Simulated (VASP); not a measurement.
# Mg2BeS3 (P-6m2) in VASP: notebook

The runs below take Mg2BeS3 through single point, relaxation of cell and atoms, with PBE.

Program: VASP 6.6.1. These are calculated values, not measurements. Logs are shortened: lines on timing, memory, paths and dates and some standing lists are left out, and cuts for length are marked.

**1. The cell of the first run**

The structure is hexagonal, space group P-6m2 (No. 187). The conventional cell has a = 4.237 Å, b = 4.237 Å, c = 6.711 Å, α = 90.00°, β = 90.00°, γ = 120.00°. Mg (site symmetry 3m) has 9 S at 2.89 to 3.05 Å and 3 Be at 3.05 Å and 2 Mg at 3.07 to 3.64 Å within 3.8 Å. Be (site symmetry -6m2) has 3 S at 2.45 Å and 6 Mg at 3.05 Å within 3.2 Å. Within 3.2 Å of S (site symmetry -6m2) lie 3 S at 2.45 Å and 6 Mg at 2.89 Å. Within 3.2 Å of S (site symmetry -6m2) lie 3 Be at 2.45 Å and 6 Mg at 3.05 Å. S (site symmetry -6m2) has 3 S at 2.45 Å and 6 Mg at 2.89 Å within 3.2 Å.

The cell was generated, and may not be a known phase.

**2. Single point, PBE**

INCAR reads:

```
ALGO = Normal
EDIFF = 1E-6
ENCUT = 600
GGA = PE
GGA_COMPAT = False
ISIF = 2
ISMEAR = 0
LASPH = True
LCHARG = False
LREAL = False
LWAVE = False
NBANDS = 21
NELM = 120
PREC = Accurate
SIGMA = 0.1
```

KPOINTS reads:

```
k-points
0
Gamma
  12 12 4
```

POSCAR reads:

```
Mg2BeS3
1.0
    4.2371942011      0.0000000030      0.0000000000
   -2.1185971032      3.6695178174      0.0000000000
    0.0000000000      0.0000000000      6.7111447502
Mg Be S
2 1 3
Direct
    0.3333333333      0.6666666667      0.2714075452
    0.3333333333      0.6666666667      0.7285924548
    0.6666666667      0.3333333333      0.0000000000
    0.6666666667      0.3333333333      0.5000000000
    0.0000000000      0.0000000000      0.0000000000
    0.0000000000      0.0000000000      0.5000000000
```

Potentials or basis: VASP PAW PBE potentials, release 64 (Mg, Be, S).

Launch:

```bash
cat potpaw_PBE.64/Mg/POTCAR potpaw_PBE.64/Be/POTCAR potpaw_PBE.64/S/POTCAR > POTCAR
mpirun -np 1 vasp_std > vasp.out
```

OUTCAR:

```text
EDIFF = 1E-6
   ENCUT = 600
   GGA = PE
   ISIF = 2
   ISMEAR = 0
   LASPH = True
   LREAL = False
   NELM = 120
   PREC = Accurate

 ion  position               nearest neighbor table
   1  0.333  0.667  0.271-   4 2.89   4 2.89   6 2.89   6 2.89   6 2.89   4 2.89   5 3.05   5 3.05
                             5 3.05   2 3.07   2 3.64
   2  0.333  0.667  0.729-   4 2.89   4 2.89   6 2.89   6 2.89   6 2.89   4 2.89   5 3.05   5 3.05
                             5 3.05   1 3.07   1 3.64
   3  0.667  0.333  0.000-   5 2.45   5 2.45   5 2.45
   4  0.667  0.333  0.500-   6 2.45   6 2.45   6 2.45   2 2.89   1 2.89   2 2.89   1 2.89   1 2.89
                             2 2.89
   5  0.000  0.000  0.000-   3 2.45   3 2.45   3 2.45   1 3.05   2 3.05   1 3.05   2 3.05   1 3.05
                             2 3.05
   6  0.000  0.000  0.500-   4 2.45   4 2.45   4 2.45   1 2.89   2 2.89   1 2.89   2 2.89   1 2.89
                             2 2.89

  LATTYP: Found a hexagonal cell.
 ALAT       =     4.2371942011
 C/A-ratio  =     1.5838652730

  Lattice vectors:

 A1 = (   4.2371942011,   0.0000000030,   0.0000000000)
 A2 = (  -2.1185971032,   3.6695178174,   0.0000000000)
 A3 = (   0.0000000000,   0.0000000000,   6.7111447502)

Analysis of symmetry for initial positions (statically):
=====================================================================
 Subroutine PRICEL returns:
 Original cell was already a primitive cell.

 Routine SETGRP: Setting up the symmetry group for a
 hexagonal supercell.

 Subroutine GETGRP returns: Found 12 space group operations
 (whereof 12 operations were pure point group operations)
 out of a pool of 24 trial point group operations.

The static configuration has the point symmetry D_3h.

Analysis of symmetry for dynamics (positions and initial velocities):
=====================================================================
 Subroutine PRICEL returns:
 Original cell was already a primitive cell.

 Routine SETGRP: Setting up the symmetry group for a
 hexagonal supercell.

 Subroutine GETGRP returns: Found 12 space group operations
 (whereof 12 operations were pure point group operations)
 out of a pool of 24 trial point group operations.

The dynamic configuration has the point symmetry D_3h.

 Subroutine INISYM returns: Found 12 space group operations
 (whereof 12 operations are pure point group operations),
 and found     1 'primitive' translations

----------------------------------------------------------------------------------------

                                     Primitive cell

  volume of cell :     104.3480

  direct lattice vectors                    reciprocal lattice vectors
     4.237194201  0.000000003  0.000000000     0.236005232  0.136257684  0.000000000
    -2.118597103  3.669517817  0.000000000    -0.000000000  0.272515368  0.000000000
     0.000000000  0.000000000  6.711144750     0.000000000  0.000000000  0.149005876

  length of vectors
     4.237194201  4.237194201  6.711144750     0.272515368  0.272515368  0.149005876

  position of ions in fractional coordinates (direct lattice)
     0.333333333  0.666666667  0.271407545
     0.333333333  0.666666667  0.728592455
     0.666666667  0.333333333  0.000000000
     0.666666667  0.333333333  0.500000000
     0.000000000  0.000000000  0.000000000
     0.000000000  0.000000000  0.500000000

  ion indices of the primitive-cell ions
   primitive index   ion index
                 1           1
                 2           2
                 3           3
                 4           4
                 5           5
                 6           6

----------------------------------------------------------------------------------------

 KPOINTS: k-points

Automatic generation of k-mesh.
 Grid dimensions read from file:
 generate k-points for:   12   12    4

 Generating k-lattice:

  Cartesian coordinates                     Fractional coordinates (reciprocal lattice)
     0.019667103  0.011354807  0.000000000     0.083333333  0.000000000  0.000000000
    -0.000000000  0.022709614  0.000000000     0.000000000  0.083333333  0.000000000
     0.000000000  0.000000000  0.037251469     0.000000000  0.000000000  0.250000000

  Length of vectors
     0.022709614  0.022709614  0.037251469

  Shift w.r.t. Gamma in fractional coordinates (k-lattice)
     0.000000000  0.000000000  0.000000000

 Subroutine IBZKPT returns following result:
 ===========================================

 Found     57 irreducible k-points:

 Following reciprocal coordinates:
            Coordinates               Weight
  0.000000  0.000000  0.000000      1.000000
  0.083333  0.000000  0.000000      6.000000
  0.166667  0.000000  0.000000      6.000000
  0.250000  0.000000  0.000000      6.000000
  0.333333  0.000000  0.000000      6.000000
  0.416667  0.000000  0.000000      6.000000
[... 16 lines left out ...]
  0.250000  0.000000  0.250000     12.000000
  0.333333  0.000000  0.250000     12.000000
 [... further k-points ...]
   k-points           NKPTS =     57   k-points in BZ     NKDIM =     57   number of bands    NBANDS=     21
   number of dos      NEDOS =    301   number of ions     NIONS =      6
   total plane-waves  NPLWV =  69984
   dimension x,y,z NGX =    36 NGY =   36 NGZ =   54
   dimension x,y,z NGXF=    72 NGYF=   72 NGZF=  108
   ions per type =               2   1   3
   NGX,Y,Z   is equivalent  to a cutoff of  14.12, 14.12, 13.38 a.u.
   NGXF,Y,Z  is equivalent  to a cutoff of  28.25, 28.25, 26.75 a.u.
 SYSTEM =  unknown system
   PREC   = accura    normal or accurate (medium, high low for compatibility)
   ISTART =      0    job   : 0-new  1-cont  2-samecut
   ICHARG =      2    charge: 1-file 2-atom 10-const
   ISPIN  =      1    spin polarized calculation?
   LNONCOLLINEAR =      F non collinear calculations
   LSORBIT =      F    spin-orbit coupling
   LASPH  =      T    aspherical Exc in radial PAW
   ENCUT  =  600.0 eV  44.10 Ry    6.64 a.u.   8.46  8.46 13.40*2*pi/ulx,y,z
   NELM   =    120;   NELMIN=  2; NELMDL= -5     # of ELM steps
   EDIFF  = 0.1E-05   stopping-criterion for ELM
   LREAL  =      F    real-space projection
[... 7 lines left out ...]
   TEBEG  =    0.0;   TEEND  =   0.0 temperature during run
   PSTRESS=    0.0 pullay stress
   NELECT =      24.0000    total number of electrons
   NUPDOWN=      -1.0000    fix difference up-down
   EMIN   =  10.00;   EMAX   =-10.00  energy-range for DOS
   EFERMI =   0.00;   METHOD = LEGACY
   ISMEAR =     0;   SIGMA  =   0.10  broadening in eV -4-tet -1-fermi 0-gaus
   EFERMI_NEDOS =   21; number of points for ismear=-14 and -15
   IALGO  =     38    algorithm
   IMIX   =      4    mixing-type and parameters
     AMIX     =   0.40;   BMIX     =  1.00
     AMIX_MAG =   1.60;   BMIX_MAG =  1.00
  volume/ion in A,a.u.               =      17.39       117.36
  Fermi-wavevector in a.u.,A,eV,Ry     =   1.003038  1.895466 13.688612  1.006085
  Thomas-Fermi vector in A             =   2.135564
   LORBIT       =      0    0 simple, 1 ext, 2 COOP (PROOUT), +10 PAW based schemes
   GGA     = PE    functional components
   LHFCALC =     F    Hartree Fock is set to
   AEXX    =    0.0000 exact exchange contribution
   IVDW    =     0    specifies the selected vdW correction
   LEPSILON=     F    determine dielectric tensor
   LRPA    =     F    only Hartree local field effects (RPA)
 non-spin polarized calculation
 Gauss-broadening in eV      SIGMA  =   0.10
  energy-cutoff  :      600.00
  volume of cell :      104.35
 maximum number of plane-waves:      3519
 NGX is ok and might be reduce to    36
   NGX = 17   NGY = 17   NGZ = 27

 number of electron      24.0000002 magnetization

 Free energy of the ion-electron system (eV)
  ---------------------------------------------------
  ext. energy  EPLUGINS =         0.00000000
  ---------------------------------------------------
  free energy    TOTEN  =       -18.80804983 eV

  energy without entropy =      -18.79450147  energy(sigma->0) =      -18.80127565

 E-fermi :   5.7341     XC(G=0):  -9.6903

 val. band max:        5.7219953639   @ k =   0.4167   0.0833   0.0000
 cond. band min:       5.7552566524   @ k =   0.2500   0.2500   0.5000
 fundamental gap:      0.0332612885
 Fermi energy:         5.7341097693

 k-point     1 :       0.0000    0.0000    0.0000
  band No.  band energies     occupation
      1     -10.4470      2.00000
      2      -8.2772      2.00000
      3      -4.2788      2.00000
      4      -1.4091      2.00000
      5      -0.0875      2.00000
      6      -0.0875      2.00000
[... 13 lines left out ...]
     20      10.5810      0.00000
     21      10.8025      0.00000

 k-point     2 :       0.0833    0.0000    0.0000
  band No.  band energies     occupation
      1     -10.3909      2.00000
      2      -8.2542      2.00000
      3      -4.5156      2.00000
      4      -1.3471      2.00000
      5      -0.1906      2.00000
      6       0.0792      2.00000
[... 13 lines left out ...]
     20      10.1574      0.00000
     21      11.1068      0.00000

 k-point     3 :       0.1667    0.0000    0.0000
  band No.  band energies     occupation
      1     -10.2248      2.00000
      2      -8.1902      2.00000
      3      -5.0942      2.00000
      4      -1.1634      2.00000
      5      -0.4333      2.00000
      6       0.2975      2.00000
[... 13 lines left out ...]
     20       9.7820      0.00000
     21      11.8852      0.00000
[... 457 lines left out ...]
 k-point    23 :       0.2500    0.0000    0.2500
  band No.  band energies     occupation
      1      -9.9384      2.00000
      2      -8.1421      2.00000
      3      -5.8161      2.00000
      4      -0.6884      2.00000
      5      -0.6506      2.00000
      6       0.0635      2.00000
[... 13 lines left out ...]
     20      11.0755      0.00000
     21      12.2563      0.00000

 k-point    24 :       0.3333    0.0000    0.2500
  band No.  band energies     occupation
      1      -9.5884      2.00000
      2      -8.0443      2.00000
      3      -6.5329      2.00000
      4      -0.9147      2.00000
      5      -0.7673      2.00000
      6       0.0225      2.00000
[... 13 lines left out ...]
     20      11.2913      0.00000
     21      12.0968      0.00000

 [... further k-points ...]
[... 5 lines left out ...]
  --------------------------------------------------------------------------------------
  -------------------------------------------------------------------------------------
  Total       -0.1106112     -0.1106112     -0.1383501      0.0000000      0.0000000      0.0000000
  in kB       -1.6983442     -1.6983442     -2.1242529      0.0000000      0.0000000      0.0000000
  external PRESSURE =      -1.8403138 kB  Pullay stress =       0.0000000 kB

 VOLUME and BASIS-vectors are now :
 -----------------------------------------------------------------------------
  energy-cutoff  :      600.00
  volume of cell :      104.35
      direct lattice vectors                 reciprocal lattice vectors
     4.237194201  0.000000003  0.000000000     0.236005232  0.136257684  0.000000000
    -2.118597103  3.669517817  0.000000000    -0.000000000  0.272515368  0.000000000
     0.000000000  0.000000000  6.711144750     0.000000000  0.000000000  0.149005876

 POSITION                                       TOTAL-FORCE (eV/Angst)
 -----------------------------------------------------------------------------------
     -0.00000      2.44635      1.82146         0.000000      0.000000      0.013103
     -0.00000      2.44635      4.88969         0.000000      0.000000     -0.013103
      2.11860      1.22317      0.00000         0.000000      0.000000      0.000000
      2.11860      1.22317      3.35557        -0.000000     -0.000000      0.000000
      0.00000      0.00000      0.00000         0.000000      0.000000      0.000000
      0.00000      0.00000      3.35557         0.000000      0.000000      0.000000
 -----------------------------------------------------------------------------------
    total drift:                               -0.000000      0.000000      0.000000

  FREE ENERGIE OF THE ION-ELECTRON SYSTEM (eV)
  ---------------------------------------------------
  free  energy   TOTEN  =       -18.8080498251 eV

  energy  without entropy=      -18.7945014742  energy(sigma->0) =      -18.80127565
```

Run time: 2.3 min. Hardware: 1 thread of Intel Xeon Platinum 8259CL at 2.50GHz (Skylake/Cascade Lake), shared host; peak memory 0.33 GiB.

Results:

| Item | Value |
| --- | --- |
| Free energy | -18.8080 eV |
| Pressure | -0.2 GPa |
| Largest force | 0.013 eV/Å |
| Band gap on the k mesh | zero (bands 12 and 13 overlap by 1.75 eV) |

Forces in eV/Å, atoms in the order of the input:
```
Mg   0.000  0.000  0.013
Mg   0.000  0.000 -0.013
Be   0.000  0.000  0.000
S    0.000  0.000  0.000
S    0.000  0.000  0.000
S    0.000  0.000  0.000
```

**3. Relaxation of cell and atoms, PBE**

This run uses another cell than the first one, of 21.61 Å³/atom.

INCAR reads:

```
SYSTEM = Mg2BeS3
PREC = Accurate ; ENCUT = 600
EDIFF = 1E-7 ; ISMEAR = 0
SIGMA = 0.1 ; LREAL = .FALSE.
LASPH = .TRUE. ; NELM = 120
ALGO = Normal ; ISIF = 3
LWAVE = .FALSE. ; LCHARG = .FALSE.
GGA = PE ; IBRION = 2
NSW = 100 ; EDIFFG = -0.01
GGA_COMPAT = .FALSE. ; NELMIN = 4
```

KPOINTS reads:

```
regular mesh
0
G
  12 12 4
  0 0 0
```

POSCAR reads:

```
Mg2BeS3
1.0
    4.0315476900      0.0000000000      0.0000000000
   -2.0157738500      3.4914227200      0.0000000000
    0.0000000000      0.0000000000      9.2133789100
Mg Be S
2 1 3
Direct
    0.3333333300      0.6666666700      0.2391230000
    0.3333333300      0.6666666700      0.7608770000
    0.6666666700      0.3333333300      0.0000000000
    0.6666666700      0.3333333300      0.5000000000
    0.0000000000      0.0000000000      0.0000000000
    0.0000000000      0.0000000000      0.5000000000
```

Potentials or basis: VASP PAW PBE potentials, release 64 (Mg, Be, S).

Launch:

```bash
cat potpaw_PBE.64/Mg/POTCAR potpaw_PBE.64/Be/POTCAR potpaw_PBE.64/S/POTCAR > POTCAR
mpirun -np 1 vasp_std > vasp.out
```

It took 36 min on 1 thread of Intel Xeon Platinum 8259CL at 2.50GHz (Skylake/Cascade Lake), shared host; peak memory 0.41 GiB.

Results (log left out):

| Property | Result |
| --- | --- |
| Free energy | -18.8084 eV |
| Relaxed volume | 17.33 Å³/atom |
| Relaxed cell | a = 4.230 Å, b = 4.230 Å, c = 6.708 Å, α = 90.00°, β = 90.00°, γ = 120.00° |
| Space group after relaxing (to 0.1 Å) | P-6m2 (No. 187) |
| Pressure after relaxing | 0.0 GPa |
| Largest force after relaxing | 0.003 eV/Å |
| Band gap on the k mesh | zero (bands 12 and 13 overlap by 1.75 eV) |

Forces on the atoms (eV/Å):
```
Mg   0.000  0.000 -0.003
Mg   0.000  0.000  0.003
Be   0.000  0.000  0.000
S    0.000  0.000  0.000
S    0.000  0.000  0.000
S    0.000  0.000  0.000
```

Stress tensor (GPa, compression positive):
```
 0.07  0.00  0.00
 0.00  0.07  0.00
 0.00  0.00 -0.04
```

Final structure:
```
Mg Be S
1.0
     4.23035    0.00000    0.00000
    -2.11517    3.66359    0.00000
     0.00000    0.00000    6.70788
Mg Be S
2 1 3
Direct
  0.33333 0.66667 0.27169
  0.33333 0.66667 0.72831
  0.66667 0.33333 0.00000
  0.66667 0.33333 0.50000
  0.00000 0.00000 0.00000
  0.00000 0.00000 0.50000
```

Levels at points of the mesh, in eV from the Fermi level:
| k point | band 10 | band 11 | band 12 | band 13 | band 14 | band 15 |
| --- | --- | --- | --- | --- | --- | --- |
| (0.00, 0.00, 0.00) | -2.34 | -2.13 | -2.13 | -0.81 | 1.40 | 1.44 |
| (0.50, 0.00, 0.00) | -1.69 | -0.90 | 0.56 | 0.74 | 1.53 | 2.49 |
| (0.00, 0.00, 0.50) | -2.12 | -2.12 | -1.82 | -0.41 | 1.00 | 1.20 |
| (0.50, 0.00, 0.50) | -3.04 | -0.86 | -0.36 | 0.57 | 1.54 | 2.73 |

Caveat: the volume moved by over 15 % at a fixed basis, so the end points are rough.

[end of part 1 of 2]

The gap in the log of VASP goes by the Fermi energy; the results here count the filled bands.